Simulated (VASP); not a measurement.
# CsI (Pm-3m) in VASP: notebook

CsI is run at these levels: PBEsol; tasks: single point, relaxation of cell and atoms.

Program: VASP 6.6.1. These are calculated values, not measurements. Logs are shortened: lines on timing, memory, paths and dates and some standing lists are left out, and cuts for length are marked.

**1. The cell of the first run**

Symmetry: Pm-3m, No. 221, cubic system. The conventional cell has a = 4.507 Å, b = 4.507 Å, c = 4.507 Å, α = 90.00°, β = 90.00°, γ = 90.00°. Within 5.1 Å of Cs (site symmetry m-3m) lie 8 I at 3.90 Å and 6 Cs at 4.51 Å. I (site symmetry m-3m) has 8 Cs at 3.90 Å and 6 I at 4.51 Å within 5.1 Å.

**2. Single point, PBEsol**

Contents of INCAR:

```
ALGO     = Normal         # electronic algorithm
EDIFF    = 1E-6           # SCF threshold, eV
ENCUT    = 500            # plane-wave cutoff, eV
GGA      = PS             # functional
GGA_COMPAT= F            
ISIF     = 2              # what is computed and relaxed
ISMEAR   = 0              # smearing method
LASPH    = T              # aspherical terms in the spheres
LCHARG   = F              # write CHGCAR
LREAL    = F              # projectors in reciprocal space
LWAVE    = F              # write WAVECAR
NBANDS   = 15             # bands
NELM     = 120            # most SCF steps
PREC     = Accurate       # precision mode
SIGMA    = 0.02           # smearing width, eV
```

Contents of KPOINTS:

```
k-points
0
Gamma
  6 6 6
```

Contents of POSCAR:

```
CsI
1.0
    4.5068143479      0.0000000000      0.0000000000
    0.0000000000      4.5068143479      0.0000000000
    0.0000000000      0.0000000000      4.5068143479
Cs I
1 1
Direct
    0.0000000000      0.0000000000      0.0000000000
    0.5000000000      0.5000000000      0.5000000000
```

Potentials or basis: VASP PAW PBE potentials, release 64 (Cs_sv, I).

Run with:

```sh
$ cat potpaw_PBE.64/Cs_sv/POTCAR potpaw_PBE.64/I/POTCAR > POTCAR
$ mpirun -np 1 vasp_std > vasp.out
```

OUTCAR:

```text
EDIFF = 1E-6
   ENCUT = 500
   GGA = PS
   ISIF = 2
   ISMEAR = 0
   LASPH = T
   LREAL = F
   NELM = 120
   PREC = Accurate

 ion  position               nearest neighbor table
   1  0.000  0.000  0.000-
   2  0.500  0.500  0.500-

  LATTYP: Found a simple cubic cell.
 ALAT       =     4.5068143479

  Lattice vectors:

 A1 = (   4.5068143479,   0.0000000000,   0.0000000000)
 A2 = (   0.0000000000,   4.5068143479,   0.0000000000)
 A3 = (   0.0000000000,   0.0000000000,   4.5068143479)

Analysis of symmetry for initial positions (statically):
=====================================================================
 Subroutine PRICEL returns:
 Original cell was already a primitive cell.

 Routine SETGRP: Setting up the symmetry group for a
 simple cubic supercell.

 Subroutine GETGRP returns: Found 48 space group operations
 (whereof 48 operations were pure point group operations)
 out of a pool of 48 trial point group operations.

The static configuration has the point symmetry O_h .

Analysis of symmetry for dynamics (positions and initial velocities):
=====================================================================
 Subroutine PRICEL returns:
 Original cell was already a primitive cell.

 Routine SETGRP: Setting up the symmetry group for a
 simple cubic supercell.

 Subroutine GETGRP returns: Found 48 space group operations
 (whereof 48 operations were pure point group operations)
 out of a pool of 48 trial point group operations.

The dynamic configuration has the point symmetry O_h .

 Subroutine INISYM returns: Found 48 space group operations
 (whereof 48 operations are pure point group operations),
 and found     1 'primitive' translations

----------------------------------------------------------------------------------------

                                     Primitive cell

  volume of cell :      91.5396

  direct lattice vectors                    reciprocal lattice vectors
     4.506814348  0.000000000  0.000000000     0.221886220  0.000000000  0.000000000
     0.000000000  4.506814348  0.000000000     0.000000000  0.221886220  0.000000000
     0.000000000  0.000000000  4.506814348     0.000000000  0.000000000  0.221886220

  length of vectors
     4.506814348  4.506814348  4.506814348     0.221886220  0.221886220  0.221886220

  position of ions in fractional coordinates (direct lattice)
     0.000000000  0.000000000  0.000000000
     0.500000000  0.500000000  0.500000000

  ion indices of the primitive-cell ions
   primitive index   ion index
                 1           1
                 2           2

----------------------------------------------------------------------------------------

 KPOINTS: k-points

Automatic generation of k-mesh.
 Grid dimensions read from file:
 generate k-points for:    6    6    6

 Generating k-lattice:

  Cartesian coordinates                     Fractional coordinates (reciprocal lattice)
     0.036981037  0.000000000  0.000000000     0.166666667  0.000000000  0.000000000
     0.000000000  0.036981037  0.000000000     0.000000000  0.166666667  0.000000000
     0.000000000  0.000000000  0.036981037     0.000000000  0.000000000  0.166666667

  Length of vectors
     0.036981037  0.036981037  0.036981037

  Shift w.r.t. Gamma in fractional coordinates (k-lattice)
     0.000000000  0.000000000  0.000000000

 Subroutine IBZKPT returns following result:
 ===========================================

 Found     20 irreducible k-points:

 Following reciprocal coordinates:
            Coordinates               Weight
  0.000000  0.000000  0.000000      1.000000
  0.166667  0.000000  0.000000      6.000000
  0.333333  0.000000  0.000000      6.000000
  0.500000  0.000000  0.000000      3.000000
  0.166667  0.166667  0.000000     12.000000
  0.333333  0.166667  0.000000     24.000000
[... 12 lines left out ...]
  0.500000  0.500000  0.333333      6.000000
  0.500000  0.500000  0.500000      1.000000
   k-points           NKPTS =     20   k-points in BZ     NKDIM =     20   number of bands    NBANDS=     15
   number of dos      NEDOS =    301   number of ions     NIONS =      2
   total plane-waves  NPLWV =  46656
   dimension x,y,z NGX =    36 NGY =   36 NGZ =   36
   dimension x,y,z NGXF=    72 NGYF=   72 NGZF=   72
   ions per type =               1   1
   NGX,Y,Z   is equivalent  to a cutoff of  13.28, 13.28, 13.28 a.u.
   NGXF,Y,Z  is equivalent  to a cutoff of  26.56, 26.56, 26.56 a.u.
 SYSTEM =  unknown system
   PREC   = accura    normal or accurate (medium, high low for compatibility)
   ISTART =      0    job   : 0-new  1-cont  2-samecut
   ICHARG =      2    charge: 1-file 2-atom 10-const
   ISPIN  =      1    spin polarized calculation?
   LNONCOLLINEAR =      F non collinear calculations
   LSORBIT =      F    spin-orbit coupling
   LASPH  =      T    aspherical Exc in radial PAW
   ENCUT  =  500.0 eV  36.75 Ry    6.06 a.u.   8.22  8.22  8.22*2*pi/ulx,y,z
   NELM   =    120;   NELMIN=  2; NELMDL= -5     # of ELM steps
   EDIFF  = 0.1E-05   stopping-criterion for ELM
   LREAL  =      F    real-space projection
   EDIFFG = 0.1E-04   stopping-criterion for IOM
   NSW    =      0    number of steps for IOM
   IBRION =     -1    ionic relax: 0-MD 1-quasi-New 2-CG
   NFREE  =      0    steps in history (QN), initial steepest desc. (CG)
   ISIF   =      2    stress and relaxation
   ISYM   =      2    0-nonsym 1-usesym 2-fastsym
   POTIM  = 0.5000    time-step for ionic-motion
   TEBEG  =    0.0;   TEEND  =   0.0 temperature during run
   PSTRESS=    0.0 pullay stress
   NELECT =      16.0000    total number of electrons
   NUPDOWN=      -1.0000    fix difference up-down
   EMIN   =  10.00;   EMAX   =-10.00  energy-range for DOS
   EFERMI =   0.00;   METHOD = LEGACY
   ISMEAR =     0;   SIGMA  =   0.02  broadening in eV -4-tet -1-fermi 0-gaus
   EFERMI_NEDOS =   21; number of points for ismear=-14 and -15
   IALGO  =     38    algorithm
   IMIX   =      4    mixing-type and parameters
     AMIX     =   0.40;   BMIX     =  1.00
     AMIX_MAG =   1.60;   BMIX_MAG =  1.00
  volume/ion in A,a.u.               =      45.77       308.87
  Fermi-wavevector in a.u.,A,eV,Ry     =   0.915332  1.729726 11.399397  0.837832
  Thomas-Fermi vector in A             =   2.040061
   LORBIT       =      0    0 simple, 1 ext, 2 COOP (PROOUT), +10 PAW based schemes
   GGA     = PS    functional components
   LHFCALC =     F    Hartree Fock is set to
   AEXX    =    0.0000 exact exchange contribution
   IVDW    =     0    specifies the selected vdW correction
   LEPSILON=     F    determine dielectric tensor
   LRPA    =     F    only Hartree local field effects (RPA)
 non-spin polarized calculation
 Gauss-broadening in eV      SIGMA  =   0.02
  energy-cutoff  :      500.00
  volume of cell :       91.54
 maximum number of plane-waves:      2360
 NGX is ok and might be reduce to    36
   NGX = 17   NGY = 17   NGZ = 17

 number of electron      15.9999999 magnetization

 Free energy of the ion-electron system (eV)
  ---------------------------------------------------
  ext. energy  EPLUGINS =         0.00000000
  ---------------------------------------------------
  free energy    TOTEN  =        -5.77457551 eV

  energy without entropy =       -5.77457551  energy(sigma->0) =       -5.77457551

 E-fermi :   1.0861     XC(G=0):  -8.1265

 val. band max:        0.9384262064   @ k =   0.5000   0.5000   0.0000
 cond. band min:       4.7703048302   @ k =   0.0000   0.0000   0.0000
 fundamental gap:      3.8318786239
 Fermi energy:         1.0860857930

 k-point     1 :       0.0000    0.0000    0.0000
  band No.  band energies     occupation
      1     -19.3760      2.00000
      2      -9.8196      2.00000
      3      -6.0538      2.00000
      4      -6.0538      2.00000
      5      -6.0538      2.00000
      6       0.8554      2.00000
      7       0.8554      2.00000
      8       0.8554      2.00000
      9       4.7703      0.00000
     10       4.9491      0.00000
     11       4.9491      0.00000
     12       8.7644      0.00000
     13       8.7644      0.00000
     14       8.7644      0.00000
     15      11.2194      0.00000

 k-point     2 :       0.1667    0.0000    0.0000
  band No.  band energies     occupation
      1     -19.3685      2.00000
      2      -9.8238      2.00000
      3      -6.0983      2.00000
      4      -6.0347      2.00000
      5      -6.0347      2.00000
      6       0.3307      2.00000
      7       0.8093      2.00000
      8       0.8093      2.00000
      9       5.1228      0.00000
     10       5.3446      0.00000
     11       5.6490      0.00000
     12       8.6733      0.00000
     13       8.6733      0.00000
     14       8.8968      0.00000
     15       9.9314      0.00000

 k-point     3 :       0.3333    0.0000    0.0000
  band No.  band energies     occupation
      1     -19.3533      2.00000
      2      -9.8353      2.00000
      3      -6.1710      2.00000
      4      -5.9960      2.00000
      5      -5.9960      2.00000
      6      -0.4444      2.00000
      7       0.7140      2.00000
      8       0.7140      2.00000
      9       5.6040      0.00000
     10       6.5609      0.00000
     11       7.0554      0.00000
     12       8.4027      0.00000
     13       8.7115      0.00000
     14       8.7115      0.00000
     15       9.2291      0.00000
[... 271 lines left out ...]
 k-point    19 :       0.5000    0.5000    0.3333
  band No.  band energies     occupation
      1     -19.3000      2.00000
      2      -9.5420      2.00000
      3      -6.3774      2.00000
      4      -6.3774      2.00000
      5      -6.2439      2.00000
      6      -0.3714      2.00000
      7      -0.3714      2.00000
      8      -0.2145      2.00000
      9       7.0017      0.00000
     10       7.6237      0.00000
     11       7.6237      0.00000
     12       8.1245      0.00000
     13       9.6248      0.00000
     14       9.6248      0.00000
     15      10.9373      0.00000

 k-point    20 :       0.5000    0.5000    0.5000
  band No.  band energies     occupation
      1     -19.2936      2.00000
      2      -9.5110      2.00000
      3      -6.3413      2.00000
      4      -6.3413      2.00000
      5      -6.3413      2.00000
      6      -0.5021      2.00000
      7      -0.5021      2.00000
      8      -0.5021      2.00000
      9       8.1230      0.00000
     10       8.1230      0.00000
     11       8.1230      0.00000
     12       8.9397      0.00000
     13       8.9397      0.00000
     14       8.9397      0.00000
     15      10.9859      0.00000

------------------------ aborting loop because EDIFF is reached ----------------------------------------

  FORCE on cell =-STRESS in cart. coord.  units (eV):
  Direction    XX          YY          ZZ          XY          YZ          ZX
  --------------------------------------------------------------------------------------
  -------------------------------------------------------------------------------------
  Total        0.0329405      0.0329405      0.0329405      0.0000000      0.0000000     -0.0000000
  in kB        0.5765432      0.5765432      0.5765432      0.0000000      0.0000000     -0.0000000
  external PRESSURE =       0.5765432 kB  Pullay stress =       0.0000000 kB

 VOLUME and BASIS-vectors are now :
 -----------------------------------------------------------------------------
  energy-cutoff  :      500.00
  volume of cell :       91.54
      direct lattice vectors                 reciprocal lattice vectors
     4.506814348  0.000000000  0.000000000     0.221886220  0.000000000  0.000000000
     0.000000000  4.506814348  0.000000000     0.000000000  0.221886220  0.000000000
     0.000000000  0.000000000  4.506814348     0.000000000  0.000000000  0.221886220

 POSITION                                       TOTAL-FORCE (eV/Angst)
 -----------------------------------------------------------------------------------
      0.00000      0.00000      0.00000         0.000000      0.000000      0.000000
      2.25341      2.25341      2.25341         0.000000      0.000000      0.000000
 -----------------------------------------------------------------------------------
    total drift:                               -0.000000      0.000000      0.000000

  FREE ENERGIE OF THE ION-ELECTRON SYSTEM (eV)
  ---------------------------------------------------
  free  energy   TOTEN  =        -5.7745755120 eV

  energy  without entropy=       -5.7745755120  energy(sigma->0) =       -5.77457551
```

It took 38 s on 1 thread of Intel Xeon 8259CL, shared host; peak memory 0.21 GiB.

Results:

| Property | Result |
| --- | --- |
| Free energy | -5.7746 eV |
| Pressure | 0.1 GPa |
| Band gap on the k mesh | 3.83 eV (least direct gap 3.91 eV) |

Levels at points of the mesh, in eV from the valence-band top:
```tsv
k point	band 5	band 6	band 7	band 8	band 9	band 10	band 11	band 12
(0.00, 0.00, 0.00)	-6.99	-0.08	-0.08	-0.08	3.83	4.01	4.01	7.83
(0.50, 0.00, 0.00)	-6.91	-1.70	-0.27	-0.27	5.09	6.51	6.68	6.82
(0.50, 0.50, 0.00)	-6.87	-0.90	-0.90	0.00	4.12	4.83	6.04	6.04
(0.50, 0.50, 0.50)	-7.28	-1.44	-1.44	-1.44	7.18	7.18	7.18	8.00
```

Caveat: the PAW data sets were made with another functional, which shifts forces and pressure a little; spin-orbit coupling is left out, which moves the levels of the heavy elements. A k mesh can miss the band edges.

**3. Relaxation of cell and atoms, PBEsol**

This run uses another cell than the first one, of 50.79 Å³/atom.

Contents of INCAR:

```
SYSTEM = CsI
PREC = Accurate
ENCUT = 500
EDIFF = 1E-7
ISMEAR = 0
SIGMA = 0.02
LREAL = .FALSE.
LASPH = .TRUE.
NELM = 120
ALGO = Normal
ISIF = 3
LWAVE = .FALSE.
LCHARG = .FALSE.
GGA = PS
IBRION = 2
NSW = 70
EDIFFG = -0.005
GGA_COMPAT = .FALSE.
NELMIN = 4
```

Contents of KPOINTS:

```
regular mesh
0
G
  6 6 6
  0 0 0
```

Contents of POSCAR:

```
CsI
1.0
    4.6660143501      0.0000000000      0.0000000000
    0.0000000000      4.6660143501      0.0000000000
    0.0000000000      0.0000000000      4.6660143501
Cs I
1 1
Direct
    0.0000000000      0.0000000000      0.0000000000
    0.5000000000      0.5000000000      0.5000000000
```

Potentials or basis: VASP PAW PBE potentials, release 64 (Cs_sv, I).

Run with:

```sh
$ cat potpaw_PBE.64/Cs_sv/POTCAR potpaw_PBE.64/I/POTCAR > POTCAR
$ mpirun -np 1 vasp_std > vasp.out
```

Wall time 94 s (1 thread of Intel Xeon 8259CL, shared host); peak memory 0.22 GiB.

It converged, with:

```yaml
Free_energy: -5.7753 eV
Relaxed_volume: 45.92 Å³/atom
Relaxed_cell: a = 4.512 Å, b = 4.512 Å, c = 4.512 Å, α = 90.00°, β = 90.00°, γ = 90.00°
Space_group_after_relaxing_to_0.1_Å: Pm-3m (No. 221)
Energy_gained_by_relaxing: 16.5 meV/atom
Ionic_steps: 4
Pressure_after_relaxing: 0.0 GPa
Band_gap_on_the_k_mesh: 3.82 eV (least direct gap 3.90 eV)
```

Step by step:
```
step  energy change (eV)  largest force (eV/Å)  pressure (GPa)  volume (Å³)
   1              0.0000                0.0000           -0.98       101.59
   2             -0.0227                0.0000           -0.61        97.07
   3             -0.0330                0.0000           -0.08        92.45
   4             -0.0331                0.0000            0.01        91.84
```

Final structure:
```cif
data_structure
_symmetry_space_group_name_H-M 'P 1'
_symmetry_Int_Tables_number 1
_cell_length_a 4.5117
_cell_length_b 4.5117
_cell_length_c 4.5117
_cell_angle_alpha 90.000
_cell_angle_beta 90.000
_cell_angle_gamma 90.000
_cell_volume 91.84
loop_
_atom_site_label
_atom_site_type_symbol
_atom_site_fract_x
_atom_site_fract_y
_atom_site_fract_z
_atom_site_occupancy
Cs1 Cs 0.00000 0.00000 0.00000 1
I1 I 0.50000 0.50000 0.50000 1
```

Levels at points of the mesh, in eV from the valence-band top:
```csv
k point,band 6,band 7,band 8,band 9,band 10,band 11
"(0.00, 0.00, 0.00)",-0.08,-0.08,-0.08,3.82,4.02,4.02
"(0.50, 0.00, 0.00)",-1.69,-0.27,-0.27,5.09,6.49,6.68
"(0.50, 0.50, 0.00)",-0.90,-0.90,0.00,4.12,4.83,6.04
"(0.50, 0.50, 0.50)",-1.43,-1.43,-1.43,7.17,7.17,7.17
```

Caveat: the PAW data sets were made with another functional, which shifts forces and pressure a little; spin-orbit coupling is left out, which moves the levels of the heavy elements. A k mesh can miss the band edges.
